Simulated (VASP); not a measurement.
# HfN (P6_3/mmc) in VASP: settings compared, part 2 of 3

VASP 6.6.1. The steps go on from the part before.

**3. Single point, PBE+D3(BJ)**

INCAR

```
SYSTEM = HfN
PREC = Accurate
ENCUT = 600
EDIFF = 1E-6
ISMEAR = 0
SIGMA = 0.1
LREAL = .False.
LASPH = .True.
NELM = 120
ALGO = Normal
ISIF = 2
LWAVE = .False.
LCHARG = .False.
GGA = PE
IVDW = 12
NBANDS = 23
ISYM = 0
GGA_COMPAT = .False.
```

KPOINTS

```
Automatic mesh
0
Gamma
  4 6 1
  0 0 0
```

POSCAR

```
HfN
1.0
    3.1339080219      0.0000000000      0.0000000000
   -1.5669540110      2.7140439601      0.0000000000
    0.0000000000      0.0000000000      5.4167677200
Hf N
2 2
Direct
    0.6666666667      0.3333333333      0.7500000000
    0.3333333333      0.6666666667      0.2500000000
    0.0000000000      0.0000000000      0.0000000000
    0.0000000000      0.0000000000      0.5000000000
```

Potentials or basis: VASP PAW PBE potentials, release 64 (Hf_pv, N).

The run is started by

```
$ cat potpaw_PBE.64/Hf_pv/POTCAR potpaw_PBE.64/N/POTCAR > POTCAR
$ mpirun -np 1 vasp_std > vasp.out
```

OUTCAR:

```text
SYSTEM = HfN
   PREC = Accurate
   ENCUT = 600
   EDIFF = 1E-6
   ISMEAR = 0
   LREAL = .False.
   LASPH = .True.
   NELM = 120
   ISIF = 2
   GGA = PE
   IVDW = 12
   ISYM = 0
 IVDW          = 12

 ion  position               nearest neighbor table
   1  0.667  0.333  0.750-   3 2.26   4 2.26   3 2.26   4 2.26   3 2.26   4 2.26   2 3.26   2 3.26
                             2 3.26   2 3.26   2 3.26   2 3.26
   2  0.333  0.667  0.250-   3 2.26   4 2.26   3 2.26   4 2.26   3 2.26   4 2.26   1 3.26   1 3.26
                             1 3.26   1 3.26   1 3.26   1 3.26
   3  0.000  0.000  0.000-   1 2.26   2 2.26   1 2.26   2 2.26   1 2.26   2 2.26
   4  0.000  0.000  0.500-   1 2.26   2 2.26   1 2.26   2 2.26   1 2.26   2 2.26

IMPORTANT INFORMATION: All symmetrisations will be switched off!
NOSYMM: (Re-)initialisation of all symmetry stuff for point group C_1.

----------------------------------------------------------------------------------------

                                     Primitive cell

  volume of cell :      46.0727

  direct lattice vectors                    reciprocal lattice vectors
     3.133908022  0.000000000  0.000000000     0.319090411  0.184226935  0.000000000
    -1.566954011  2.714043960  0.000000000     0.000000000  0.368453870  0.000000000
     0.000000000  0.000000000  5.416767720     0.000000000  0.000000000  0.184611940

  length of vectors
     3.133908022  3.133908022  5.416767720     0.368453870  0.368453870  0.184611940

  position of ions in fractional coordinates (direct lattice)
     0.666666667  0.333333333  0.750000000
     0.333333333  0.666666667  0.250000000
     0.000000000  0.000000000  0.000000000
     0.000000000  0.000000000  0.500000000

  ion indices of the primitive-cell ions
   primitive index   ion index
                 1           1
                 2           2
                 3           3
                 4           4

----------------------------------------------------------------------------------------

 KPOINTS: Automatic mesh

[... 99 lines left out ...]
  volume/ion in A,a.u.               =      11.52        77.73
  Fermi-wavevector in a.u.,A,eV,Ry     =   1.418951  2.681429 27.394278  2.013423
  Thomas-Fermi vector in A             =   2.540023
   LORBIT       =      0    0 simple, 1 ext, 2 COOP (PROOUT), +10 PAW based schemes
   GGA     = PE    functional components
   LHFCALC =     F    Hartree Fock is set to
   AEXX    =    0.0000 exact exchange contribution
   IVDW    =    12    specifies the selected vdW correction
   LEPSILON=     F    determine dielectric tensor
   LRPA    =     F    only Hartree local field effects (RPA)
 non-spin polarized calculation
 Gauss-broadening in eV      SIGMA  =   0.10
  energy-cutoff  :      600.00
  volume of cell :       46.07
 maximum number of plane-waves:      1581
 NGX is ok and might be reduce to    28
   NGX = 13   NGY = 13   NGZ = 21

 number of electron      29.9999998 magnetization

 Free energy of the ion-electron system (eV)
  ---------------------------------------------------
  ext. energy  EPLUGINS =         0.00000000
  ---------------------------------------------------
  free energy    TOTEN  =       -43.40005814 eV

  energy without entropy =      -43.40005814  energy(sigma->0) =      -43.40005814

 E-fermi :   7.7179     XC(G=0): -12.7297

 val. band max:        7.3386074186   @ k =   0.0000   0.0000   0.0000
 cond. band min:       8.1063734575   @ k =   0.0000   0.1667   0.0000
 fundamental gap:      0.7677660388
 Fermi energy:         7.7179339056

 k-point     1 :       0.0000    0.0000    0.0000
  band No.  band energies     occupation
      1     -23.7968      2.00000
      2     -22.9448      2.00000
      3     -22.8895      2.00000
      4     -22.8715      2.00000
      5     -22.8290      2.00000
      6     -22.8110      2.00000
[... 353 lines left out ...]
     22      13.7063      0.00000
     23      15.7075      0.00000

------------------------ aborting loop because EDIFF is reached ----------------------------------------

 Edisp (eV)   -1.54509

 E8    (eV) :    -0.7250

  FORCE on cell =-STRESS in cart. coord.  units (eV):
  Direction    XX          YY          ZZ          XY          YZ          ZX
  --------------------------------------------------------------------------------------
  -------------------------------------------------------------------------------------
  Total      -1.36360    -1.26530     0.19360    -0.05669    -0.00000     0.00001
  in kB     -47.41922   -44.00091     6.73236    -1.97127    -0.00003     0.00039
  external pressure =      -28.23 kB  Pullay stress =        0.00 kB

 VOLUME and BASIS-vectors are now :
 -----------------------------------------------------------------------------
  energy-cutoff  :      600.00
  volume of cell :       46.07
      direct lattice vectors                 reciprocal lattice vectors
     3.133908022  0.000000000  0.000000000     0.319090411  0.184226935  0.000000000
    -1.566954011  2.714043960  0.000000000     0.000000000  0.368453870  0.000000000
     0.000000000  0.000000000  5.416767720     0.000000000  0.000000000  0.184611940

 POSITION                                       TOTAL-FORCE (eV/Angst)
 -----------------------------------------------------------------------------------
      1.56695      0.90468      4.06258         0.024264     -0.055059      0.000226
     -0.00000      1.80936      1.35419        -0.024262      0.055065     -0.000102
      0.00000      0.00000      0.00000        -0.000003     -0.000007     -0.000322
      0.00000      0.00000      2.70838         0.000002      0.000000      0.000197
 -----------------------------------------------------------------------------------
    total drift:                               -0.000014     -0.000005     -0.000233

  FREE ENERGIE OF THE ION-ELECTRON SYSTEM (eV)
  ---------------------------------------------------
  free  energy   TOTEN  =       -44.9451476259 eV

  energy  without entropy=      -44.9451476233  energy(sigma->0) =      -44.94514762
```

OSZICAR:

```text
N       E                     dE             d eps       ncg     rms          rms(c)
DAV:   1     0.116858974648E+03    0.11686E+03   -0.17977E+04   644   0.146E+03
DAV:   2    -0.433417394199E+02   -0.16020E+03   -0.15139E+03   860   0.335E+02
DAV:   3    -0.499059778826E+02   -0.65642E+01   -0.65046E+01   840   0.530E+01
DAV:   4    -0.499723629364E+02   -0.66385E-01   -0.66317E-01   766   0.589E+00
DAV:   5    -0.499733980556E+02   -0.10351E-02   -0.10343E-02   904   0.570E-01    0.725E+01
DAV:   6    -0.434897271038E+02    0.64837E+01   -0.27443E+01   832   0.280E+01    0.560E+01
DAV:   7    -0.434139720819E+02    0.75755E-01   -0.17568E+00   743   0.846E+00    0.253E+01
DAV:   8    -0.434112581097E+02    0.27140E-02   -0.90031E-02   792   0.216E+00    0.432E+00
DAV:   9    -0.434015528112E+02    0.97053E-02   -0.59872E-02   792   0.131E+00    0.276E+00
DAV:  10    -0.434000739540E+02    0.14789E-02   -0.80728E-03   813   0.560E-01    0.247E-01
DAV:  11    -0.434000713897E+02    0.25643E-05   -0.37201E-04   826   0.147E-01    0.142E-01
DAV:  12    -0.434000587738E+02    0.12616E-04   -0.58047E-05   799   0.467E-02    0.760E-02
DAV:  13    -0.434000581424E+02    0.63139E-06   -0.41401E-06   812   0.145E-02
   1 F= -.44945148E+02 E0= -.44945148E+02  d E =-.264136E-08
```

Wall time 26 s (1 thread of Intel Xeon 6975P-C, shared host); peak memory 0.2 GiB.

What came out:

| Item | Value |
| --- | --- |
| Free energy | -44.9451 eV |
| Pressure | -2.8 GPa |
| Largest force | 0.060 eV/Å |
| Band gap on the k mesh | 0.77 eV, indirect (least direct gap 1.30 eV) |
| Dispersion energy per atom | -0.386 eV |

Forces on the atoms (eV/Å):
```
Hf   0.024 -0.055  0.000
Hf  -0.024  0.055  0.000
N    0.000  0.000  0.000
N    0.000  0.000  0.000
```

Caveat: the k points lie up to 1.16 Å⁻¹ apart; spin-orbit coupling is left out, which moves the levels of the heavy elements. A k mesh can miss the band edges.

**4. Single point, PBE**

INCAR

```
SYSTEM = HfN
PREC = Accurate
ENCUT = 600
EDIFF = 1E-6
ISMEAR = -1
SIGMA = 0.2585199978643553
LREAL = .FALSE.
LASPH = .TRUE.
NELM = 120
ALGO = Normal
ISIF = 2
LWAVE = .FALSE.
LCHARG = .FALSE.
GGA = PE
NBANDS = 23
ISYM = 0
GGA_COMPAT = .FALSE.
```

KPOINTS

```
Automatic mesh
0
G
  3 2 5
  0 0 0
```

POSCAR is that of step 3.

The run is started by

```
$ cat potpaw_PBE.64/Hf_pv/POTCAR potpaw_PBE.64/N/POTCAR > POTCAR
$ mpirun -np 1 vasp_std > vasp.out
```

Run time: 30 s. Hardware: 1 thread of Intel Xeon 6975P-C, shared host; peak memory 0.19 GiB.

It converged, with:

- Free energy: -43.4270 eV
- Pressure: 4.2 GPa
- Largest force: 0.421 eV/Å
- Band gap on the k mesh: zero (band 15 reaches 9.40 eV, above the bottom of band 16 at 7.98 eV)

Forces in eV/Å, atoms in the order of the input:
```
Hf  -0.361 -0.217  0.000
Hf   0.361  0.217  0.000
N    0.000  0.000  0.000
N    0.000  0.000  0.000
```

Stress tensor (GPa, compression positive):
```
 5.07  2.35  0.00
 2.35 -0.54  0.00
 0.00  0.00  8.15
```

Levels at points of the mesh, in eV from the Fermi level:
| k point | band 12 | band 13 | band 14 | band 15 | band 16 | band 17 | band 18 | band 19 |
| --- | --- | --- | --- | --- | --- | --- | --- | --- |
| (0.00, 0.00, 0.00) | -3.60 | -3.59 | -1.75 | -0.66 | 0.64 | 0.65 | 0.99 | 1.81 |
| (0.00, 0.50, 0.00) | -5.48 | -3.27 | -2.87 | -2.45 | 2.36 | 2.70 | 4.40 | 4.60 |

Caveat: the k points lie up to 1.16 Å⁻¹ apart; spin-orbit coupling is left out, which moves the levels of the heavy elements.

(Continued in part 3 of 3.)
